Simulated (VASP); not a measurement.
Here is a VASP 6.6.1 calculation.

The input INCAR:

```
SYSTEM = Sn2Se4Cl
ALGO = Normal ; DIPOL = 0.5 0.5 0.485
EDIFF = 1E-6 ; ENCUT = 520
GGA = PE ; IDIPOL = 3
ISIF = 2 ; ISMEAR = 0
IVDW = 12 ; LASPH = .TRUE.
LCHARG = .FALSE. ; LDIPOL = .TRUE.
LREAL = .FALSE. ; LWAVE = .FALSE.
NBANDS = 72 ; NELM = 60
PREC = Accurate ; SIGMA = 0.05
```

KPOINTS

```
k-points
0
G
  3 3 1
  0 0 0
```

File POSCAR:

```
Sn2Se4Cl
1.0
    7.6780971946      0.0000000000      0.0000000000
   -3.8390485973      6.6494272232      0.0000000000
    0.0000000000      0.0000000000     21.1880039997
Se Sn Cl
8 4 2
Direct
    0.3333333333      0.1666666667      0.3775721394
    0.3333333333      0.6666666667      0.3775721394
    0.8333333333      0.1666666667      0.3775721394
    0.8333333333      0.6666666667      0.3775721394
    0.1684003228      0.3368236229      0.5274314800
    0.1660130748      0.8318315028      0.5282335913
    0.6661134962      0.3321421705      0.5283412085
    0.6657793755      0.8317451132      0.5282385837
    0.0001082019      0.0002209545      0.4533197827
   -0.0023670454      0.5016921930      0.4524060559
    0.4995519197     -0.0009211947      0.4531729128
    0.5040314008      0.5016410099      0.4524212573
    0.9687823772      0.9360616858      0.7172027756
    1.0646028880      1.1287334384      0.6400336000
```

Potentials or basis: VASP PAW PBE potentials, release 64 (Se, Sn_d, Cl).

Run with:

```bash
$ cat potpaw_PBE.64/Se/POTCAR potpaw_PBE.64/Sn_d/POTCAR potpaw_PBE.64/Cl/POTCAR > POTCAR
$ mpirun -np 1 vasp_std > vasp.out
```

Question: Predict the largest force.

Answer: 0.170 eV/Å.

Question: Predict the dispersion energy per atom.

Answer: -0.235 eV.

Forces on the atoms (eV/Å):
```
Se  -0.018 -0.003  0.042
Se   0.001 -0.063  0.009
Se   0.019 -0.003  0.042
Se  -0.001  0.079 -0.151
Se  -0.001  0.003  0.003
Se   0.002 -0.003  0.014
Se  -0.001  0.005  0.017
Se  -0.002 -0.001  0.014
Sn   0.000 -0.005 -0.003
Sn   0.007 -0.002  0.003
Sn   0.000  0.000 -0.004
Sn  -0.007 -0.002  0.002
Cl  -0.001  0.085 -0.106
Cl   0.001 -0.089  0.118
```
